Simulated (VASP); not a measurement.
# As (Fd-3m) in VASP: notebook

The runs below take As through single point, with PBE.

All numbers are computed with VASP 6.6.1; they aren't measurements. Logs are shortened: lines on timing, memory, paths and dates and some standing lists are left out, and cuts for length are marked.

### 1 The cell of the first run

The structure is cubic, space group Fd-3m (No. 227). Conventional cell: a = 6.112 Å, b = 6.112 Å, c = 6.112 Å, α = 90.00°, β = 90.00°, γ = 90.00°. As (site symmetry -43m) has 4 As at 2.65 Å within 3.5 Å.

### 2 Single point, PBE

Contents of INCAR:

```
SYSTEM = As
PREC = Accurate
ENCUT = 500
EDIFF = 1E-6
ISMEAR = -1
SIGMA = 0.1
LREAL = .FALSE.
LASPH = .TRUE.
NELM = 120
ALGO = Normal
ISIF = 2
LWAVE = .FALSE.
LCHARG = .TRUE.
GGA = PE
LELF = .TRUE.
LVHAR = .TRUE.
NBANDS = 12
GGA_COMPAT = .FALSE.
```

Contents of KPOINTS:

```
Automatic mesh
0
G
  6 6 6
  0 0 0
```

Contents of POSCAR:

```
As
1.0
   -3.0561542386      0.0000000000      3.0561542386
    0.0000000000      3.0561542386      3.0561542386
   -3.0561542386      3.0561542386      0.0000000000
As
2
Direct
    0.0000000000      0.0000000000      0.0000000000
    0.2500000000      0.2500000000      0.2500000000
```

Potentials or basis: VASP PAW PBE potentials, release 64 (As).

On the command line:

```console
> cat potpaw_PBE.64/As/POTCAR > POTCAR
> mpirun -np 1 vasp_std > vasp.out
```

OUTCAR:

```text
SYSTEM = As
   PREC = Accurate
   ENCUT = 500
   EDIFF = 1E-6
   ISMEAR = -1
   LREAL = .FALSE.
   LASPH = .TRUE.
   NELM = 120
   ISIF = 2
   GGA = PE

 ion  position               nearest neighbor table
   1  0.000  0.000  0.000-   2 2.65   2 2.65   2 2.65   2 2.65
   2  0.250  0.250  0.250-   1 2.65   1 2.65   1 2.65   1 2.65

  LATTYP: Found a face centered cubic cell.
 ALAT       =     6.1123084772

  Lattice vectors:

 A1 = (  -3.0561542386,   0.0000000000,   3.0561542386)
 A2 = (   0.0000000000,   3.0561542386,   3.0561542386)
 A3 = (  -3.0561542386,   3.0561542386,   0.0000000000)

Analysis of symmetry for initial positions (statically):
=====================================================================
 Subroutine PRICEL returns:
 Original cell was already a primitive cell.

 Routine SETGRP: Setting up the symmetry group for a
 face centered cubic supercell.

 Subroutine GETGRP returns: Found 48 space group operations
 (whereof 24 operations were pure point group operations)
 out of a pool of 48 trial point group operations.

The static configuration has the point symmetry T_d .
 The point group associated with its full space group is O_h .

Analysis of symmetry for dynamics (positions and initial velocities):
=====================================================================
 Subroutine PRICEL returns:
 Original cell was already a primitive cell.

 Routine SETGRP: Setting up the symmetry group for a
 face centered cubic supercell.

 Subroutine GETGRP returns: Found 48 space group operations
 (whereof 24 operations were pure point group operations)
 out of a pool of 48 trial point group operations.

The dynamic configuration has the point symmetry T_d .
 The point group associated with its full space group is O_h .

 Subroutine INISYM returns: Found 48 space group operations
 (whereof 24 operations are pure point group operations),
 and found     1 'primitive' translations

----------------------------------------------------------------------------------------

                                     Primitive cell

  volume of cell :      57.0894

  direct lattice vectors                    reciprocal lattice vectors
    -3.056154239  0.000000000  3.056154239    -0.163604308 -0.163604308  0.163604308
     0.000000000  3.056154239  3.056154239     0.163604308  0.163604308  0.163604308
    -3.056154239  3.056154239  0.000000000    -0.163604308  0.163604308 -0.163604308

  length of vectors
     4.322054773  4.322054773  4.322054773     0.283370974  0.283370974  0.283370974

  position of ions in fractional coordinates (direct lattice)
     0.000000000  0.000000000  0.000000000
     0.250000000  0.250000000  0.250000000

  ion indices of the primitive-cell ions
   primitive index   ion index
                 1           1
                 2           2

----------------------------------------------------------------------------------------

 KPOINTS: Automatic mesh

Automatic generation of k-mesh.
 Grid dimensions read from file:
 generate k-points for:    6    6    6

 Generating k-lattice:

  Cartesian coordinates                     Fractional coordinates (reciprocal lattice)
    -0.027267385 -0.027267385  0.027267385     0.166666667  0.000000000  0.000000000
     0.027267385  0.027267385  0.027267385     0.000000000  0.166666667  0.000000000
    -0.027267385  0.027267385 -0.027267385     0.000000000  0.000000000  0.166666667

  Length of vectors
     0.047228496  0.047228496  0.047228496

  Shift w.r.t. Gamma in fractional coordinates (k-lattice)
     0.000000000  0.000000000  0.000000000

 Subroutine IBZKPT returns following result:
 ===========================================

 Found     16 irreducible k-points:

 Following reciprocal coordinates:
            Coordinates               Weight
  0.000000  0.000000  0.000000      1.000000
  0.166667  0.000000  0.000000      8.000000
  0.333333  0.000000  0.000000      8.000000
  0.500000  0.000000  0.000000      4.000000
  0.166667  0.166667  0.000000      6.000000
  0.333333  0.166667  0.000000     24.000000
[... 8 lines left out ...]
 -0.333333  0.333333  0.166667     24.000000
 -0.333333  0.500000  0.166667     12.000000
   k-points           NKPTS =     16   k-points in BZ     NKDIM =     16   number of bands    NBANDS=     12
   number of dos      NEDOS =    301   number of ions     NIONS =      2
   total plane-waves  NPLWV =  32768
   dimension x,y,z NGX =    32 NGY =   32 NGZ =   32
   dimension x,y,z NGXF=    64 NGYF=   64 NGZF=   64
   ions per type =               2
   NGX,Y,Z   is equivalent  to a cutoff of  12.31, 12.31, 12.31 a.u.
   NGXF,Y,Z  is equivalent  to a cutoff of  24.62, 24.62, 24.62 a.u.
 SYSTEM =  As
   PREC   = accura    normal or accurate (medium, high low for compatibility)
   ISTART =      0    job   : 0-new  1-cont  2-samecut
   ICHARG =      2    charge: 1-file 2-atom 10-const
   ISPIN  =      1    spin polarized calculation?
   LNONCOLLINEAR =      F non collinear calculations
   LSORBIT =      F    spin-orbit coupling
   LASPH  =      T    aspherical Exc in radial PAW
   ENCUT  =  500.0 eV  36.75 Ry    6.06 a.u.   7.88  7.88  7.88*2*pi/ulx,y,z
   NELM   =    120;   NELMIN=  2; NELMDL= -5     # of ELM steps
   EDIFF  = 0.1E-05   stopping-criterion for ELM
   LREAL  =      F    real-space projection
   EDIFFG = 0.1E-04   stopping-criterion for IOM
   NSW    =      0    number of steps for IOM
   IBRION =     -1    ionic relax: 0-MD 1-quasi-New 2-CG
   NFREE  =      0    steps in history (QN), initial steepest desc. (CG)
   ISIF   =      2    stress and relaxation
   ISYM   =      2    0-nonsym 1-usesym 2-fastsym
   POTIM  = 0.5000    time-step for ionic-motion
   TEBEG  =    0.0;   TEEND  =   0.0 temperature during run
   PSTRESS=    0.0 pullay stress
   NELECT =      10.0000    total number of electrons
   NUPDOWN=      -1.0000    fix difference up-down
   EMIN   =  10.00;   EMAX   =-10.00  energy-range for DOS
   EFERMI =   0.00;   METHOD = LEGACY
   ISMEAR =    -1;   SIGMA  =   0.10  broadening in eV -4-tet -1-fermi 0-gaus
   EFERMI_NEDOS =   21; number of points for ismear=-14 and -15
   IALGO  =     38    algorithm
   IMIX   =      4    mixing-type and parameters
     AMIX     =   0.40;   BMIX     =  1.00
     AMIX_MAG =   1.60;   BMIX_MAG =  1.00
  volume/ion in A,a.u.               =      28.54       192.63
  Fermi-wavevector in a.u.,A,eV,Ry     =   0.915988  1.730965 11.415739  0.839033
  Thomas-Fermi vector in A             =   2.040792
   LORBIT       =      0    0 simple, 1 ext, 2 COOP (PROOUT), +10 PAW based schemes
   GGA     = PE    functional components
   LHFCALC =     F    Hartree Fock is set to
   AEXX    =    0.0000 exact exchange contribution
   IVDW    =     0    specifies the selected vdW correction
   LEPSILON=     F    determine dielectric tensor
   LRPA    =     F    only Hartree local field effects (RPA)
 non-spin polarized calculation
  energy-cutoff  :      500.00
  volume of cell :       57.09
 maximum number of plane-waves:      1464
   NGX = 15   NGY = 15   NGZ = 15

 number of electron      10.0000000 magnetization

 number of electron       9.9999997 magnetization

 Free energy of the ion-electron system (eV)
  ---------------------------------------------------
  ext. energy  EPLUGINS =         0.00000000
  ---------------------------------------------------
  free energy    TOTEN  =        -8.71782266 eV

  energy without entropy =       -8.69113483  energy(sigma->0) =       -8.70447875

 E-fermi :   3.0858     XC(G=0):  -8.5669

 val. band max:        2.9614109721   @ k =   0.1667   0.1667   0.0000
 cond. band min:       3.4062895625   @ k =  -0.3333   0.5000   0.1667
 fundamental gap:      0.4448785904
 Fermi energy:         3.0857595146

 k-point     1 :       0.0000    0.0000    0.0000
  band No.  band energies     occupation
      1     -10.7047      2.00000
      2      -3.0826      2.00000
      3       0.8602      2.00000
      4       0.8602      2.00000
      5       0.8602      2.00000
      6       3.5847      0.01353
      7       3.5847      0.01353
      8       3.5847      0.01353
      9       7.7956      0.00000
     10      10.8269      0.00000
     11      10.8269      0.00000
     12      12.6172      0.00000

 k-point     2 :       0.1667    0.0000    0.0000
  band No.  band energies     occupation
      1     -10.4689      2.00000
      2      -4.0203      2.00000
      3       0.5506      2.00000
      4       0.5506      2.00000
      5       0.8450      2.00000
      6       4.0417      0.00014
      7       4.0417      0.00014
      8       4.2259      0.00002
      9       8.8362      0.00000
     10      10.1527      0.00000
     11      10.1527      0.00000
     12      11.9037      0.00000

 k-point     3 :       0.3333    0.0000    0.0000
  band No.  band energies     occupation
      1      -9.8455      2.00000
      2      -5.6348      2.00000
      3       0.1108      2.00000
      4       0.1108      2.00000
      5       0.4678      2.00000
      6       4.6436      0.00000
      7       4.6436      0.00000
      8       6.1718      0.00000
      9       9.6193      0.00000
     10      10.3968      0.00000
     11      10.3968      0.00000
     12      12.1554      0.00000

 k-point     4 :       0.5000    0.0000    0.0000
  band No.  band energies     occupation
      1      -9.3635      2.00000
      2      -6.5095      2.00000
      3      -0.0618      2.00000
      4      -0.0618      2.00000
      5       0.2716      2.00000
      6       4.8099      0.00000
      7       4.8099      0.00000
      8       7.7049      0.00000
      9       9.9847      0.00000
     10      10.6464      0.00000
     11      11.6827      0.00000
     12      11.6827      0.00000

 k-point     5 :       0.1667    0.1667    0.0000
  band No.  band energies     occupation
      1     -10.3858      2.00000
      2      -4.2403      2.00000
      3       0.1089      2.00000
      4       0.1089      2.00000
      5       1.8759      1.99999
      6       2.9614      1.55234
      7       4.7407      0.00000
      8       4.7407      0.00000
      9       8.9220      0.00000
     10       9.2293      0.00000
     11      11.2398      0.00000
     12      13.3878      0.00000
[... 108 lines left out ...]
      1      -8.0067      2.00000
      2      -8.0067      2.00000
      3      -1.1105      2.00000
      4      -1.1105      2.00000
      5       2.3177      1.99908
      6       2.3177      1.99908
      7       7.9279      0.00000
      8       7.9279      0.00000
      9      10.4126      0.00000
     10      10.4126      0.00000
     11      13.2979      0.00000
     12      13.2979      0.00000

 k-point    14 :       0.5000    0.3333    0.1667
  band No.  band energies     occupation
      1      -9.2520      2.00000
      2      -6.5032      2.00000
      3      -1.4131      2.00000
      4      -0.6477      2.00000
      5       2.7639      1.92309
      6       3.6887      0.00480
      7       5.7849      0.00000
      8       6.4703      0.00000
      9       9.6075      0.00000
     10      10.2034      0.00000
     11      12.2429      0.00000
     12      13.8342      0.00000

 k-point    15 :      -0.3333    0.3333    0.1667
  band No.  band energies     occupation
      1      -8.7089      2.00000
      2      -7.2182      2.00000
      3      -1.7178      2.00000
      4      -0.8991      2.00000
      5       2.9002      1.72956
      6       4.5111      0.00000
      7       6.1547      0.00000
      8       6.2604      0.00000
      9       8.9663      0.00000
     10      10.9200      0.00000
     11      12.0274      0.00000
     12      13.4866      0.00000

 k-point    16 :      -0.3333    0.5000    0.1667
  band No.  band energies     occupation
      1      -7.9924      2.00000
      2      -7.9924      2.00000
      3      -1.4253      2.00000
      4      -1.4253      2.00000
      5       3.4063      0.07793
      6       3.4063      0.07793
      7       6.6274      0.00000
      8       6.6274      0.00000
      9      10.1934      0.00000
     10      10.1934      0.00000
     11      13.0949      0.00000
     12      13.0949      0.00000

------------------------ aborting loop because EDIFF is reached ----------------------------------------

  FORCE on cell =-STRESS in cart. coord.  units (eV):
  Direction    XX          YY          ZZ          XY          YZ          ZX
  --------------------------------------------------------------------------------------
  -------------------------------------------------------------------------------------
  Total        0.1777067      0.1777067      0.1777067      0.0000000      0.0000000      0.0000000
  in kB        4.9872219      4.9872219      4.9872219      0.0000000      0.0000000      0.0000000
  external PRESSURE =       4.9872219 kB  Pullay stress =       0.0000000 kB

 VOLUME and BASIS-vectors are now :
 -----------------------------------------------------------------------------
  energy-cutoff  :      500.00
  volume of cell :       57.09
      direct lattice vectors                 reciprocal lattice vectors
    -3.056154239  0.000000000  3.056154239    -0.163604308 -0.163604308  0.163604308
     0.000000000  3.056154239  3.056154239     0.163604308  0.163604308  0.163604308
    -3.056154239  3.056154239  0.000000000    -0.163604308  0.163604308 -0.163604308

 POSITION                                       TOTAL-FORCE (eV/Angst)
 -----------------------------------------------------------------------------------
      0.00000      0.00000      0.00000        -0.000000      0.000000      0.000000
     -1.52808      1.52808      1.52808         0.000000     -0.000000     -0.000000
 -----------------------------------------------------------------------------------
    total drift:                               -0.000000     -0.000000      0.000000

  FREE ENERGIE OF THE ION-ELECTRON SYSTEM (eV)
  ---------------------------------------------------
  free  energy   TOTEN  =        -8.7178226611 eV

  energy  without entropy=       -8.6911348312  energy(sigma->0) =       -8.70447875
```

It took 11 s on 1 thread of Intel Xeon Platinum 8375C at 2.90GHz (Ice Lake), shared host; peak memory 0.17 GiB.

Results:

```yaml
Free_energy: -8.7178 eV
Pressure: 0.5 GPa
Band_gap_on_the_k_mesh: zero (band 5 reaches 3.41 eV, above the bottom of band 6 at 2.32 eV)
```

### 3 Single point, PBE

Contents of INCAR:

```
PREC = Accurate ; ENCUT = 500
EDIFF = 1E-6 ; ISMEAR = -1
SIGMA = 0.1 ; LREAL = F
LASPH = T ; NELM = 120
ALGO = Normal ; ISIF = 2
LWAVE = F ; LCHARG = T
GGA = PE ; LELF = T
LVHAR = T ; NBANDS = 12
GGA_COMPAT = F
```

Contents of KPOINTS:

```
Automatic mesh
0
Gamma
  6 6 6
```

POSCAR is that of step 2.

Potentials or basis: VASP PAW PBE potentials, release 64 (As).

On the command line:

```console
> cat potpaw_PBE.64/As/POTCAR > POTCAR
> mpirun -np 1 vasp_std > vasp.out
```

OUTCAR:

```text
PREC = Accurate
   ENCUT = 500
   EDIFF = 1E-6
   ISMEAR = -1
   LREAL = F
   LASPH = T
   NELM = 120
   ISIF = 2
   GGA = PE

 ion  position               nearest neighbor table
   1  0.000  0.000  0.000-   2 2.65   2 2.65   2 2.65   2 2.65
   2  0.250  0.250  0.250-   1 2.65   1 2.65   1 2.65   1 2.65

  LATTYP: Found a face centered cubic cell.
 ALAT       =     6.1123084772

  Lattice vectors:

[... 416 lines left out ...]
     11      13.0949      0.00000
     12      13.0949      0.00000

------------------------ aborting loop because EDIFF is reached ----------------------------------------

  FORCE on cell =-STRESS in cart. coord.  units (eV):
  Direction    XX          YY          ZZ          XY          YZ          ZX
  --------------------------------------------------------------------------------------
  -------------------------------------------------------------------------------------
  Total        0.1777067      0.1777067      0.1777067      0.0000000      0.0000000      0.0000000
  in kB        4.9872219      4.9872219      4.9872219      0.0000000      0.0000000      0.0000000
  external PRESSURE =       4.9872219 kB  Pullay stress =       0.0000000 kB

 VOLUME and BASIS-vectors are now :
 -----------------------------------------------------------------------------
  energy-cutoff  :      500.00
  volume of cell :       57.09
      direct lattice vectors                 reciprocal lattice vectors
    -3.056154239  0.000000000  3.056154239    -0.163604308 -0.163604308  0.163604308
     0.000000000  3.056154239  3.056154239     0.163604308  0.163604308  0.163604308
    -3.056154239  3.056154239  0.000000000    -0.163604308  0.163604308 -0.163604308

 POSITION                                       TOTAL-FORCE (eV/Angst)
 -----------------------------------------------------------------------------------
      0.00000      0.00000      0.00000        -0.000000      0.000000      0.000000
     -1.52808      1.52808      1.52808         0.000000     -0.000000     -0.000000
 -----------------------------------------------------------------------------------
    total drift:                               -0.000000     -0.000000      0.000000

  FREE ENERGIE OF THE ION-ELECTRON SYSTEM (eV)
  ---------------------------------------------------
  free  energy   TOTEN  =        -8.7178226611 eV

  energy  without entropy=       -8.6911348312  energy(sigma->0) =       -8.70447875
```

OSZICAR:

```text
N       E                     dE             d eps       ncg     rms          rms(c)
DAV:   1     0.227747877955E+02    0.22775E+02   -0.38672E+03   384   0.649E+02
DAV:   2    -0.722645661262E+01   -0.30001E+02   -0.28885E+02   504   0.105E+02
DAV:   3    -0.873738009310E+01   -0.15109E+01   -0.15050E+01   500   0.218E+01
DAV:   4    -0.874793965103E+01   -0.10560E-01   -0.10559E-01   412   0.211E+00
DAV:   5    -0.874798924135E+01   -0.49590E-04   -0.49590E-04   480   0.153E-01    0.328E+00
DAV:   6    -0.872818965433E+01    0.19800E-01   -0.82491E-03   400   0.483E-01    0.197E+00
DAV:   7    -0.871753618081E+01    0.10653E-01   -0.18316E-02   408   0.731E-01    0.735E-02
DAV:   8    -0.871778551792E+01   -0.24934E-03   -0.71105E-04   416   0.133E-01    0.169E-02
DAV:   9    -0.871781531057E+01   -0.29793E-04   -0.25165E-05   444   0.316E-02    0.136E-02
DAV:  10    -0.871782261907E+01   -0.73085E-05   -0.11314E-05   404   0.172E-02    0.235E-03
DAV:  11    -0.871782266108E+01   -0.42013E-07   -0.35726E-07   340   0.309E-03
   1 F= -.87178227E+01 E0= -.87044787E+01  d E =-.266878E-01
```

It took 12 s on 1 thread of Intel Xeon Platinum 8375C at 2.90GHz (Ice Lake), shared host; peak memory 0.17 GiB.

What came out:

```
Free energy            : -8.7178 eV
Pressure               : 0.5 GPa
Band gap on the k mesh : zero (band 5 reaches 3.41 eV, above the bottom of band 6 at 2.32 eV)
```

Levels at points of the mesh, in eV from the Fermi level:
```tsv
k point	band 1	band 2	band 3	band 4	band 5	band 6	band 7	band 8	band 9	band 10
(0.00, 0.00, 0.00)	-13.79	-6.17	-2.23	-2.23	-2.23	0.50	0.50	0.50	4.71	7.74
(0.50, 0.00, 0.00)	-12.45	-9.60	-3.15	-3.15	-2.81	1.72	1.72	4.62	6.90	7.56
(0.50, 0.50, 0.00)	-11.09	-11.09	-4.20	-4.20	-0.77	-0.77	4.84	4.84	7.33	7.33
```
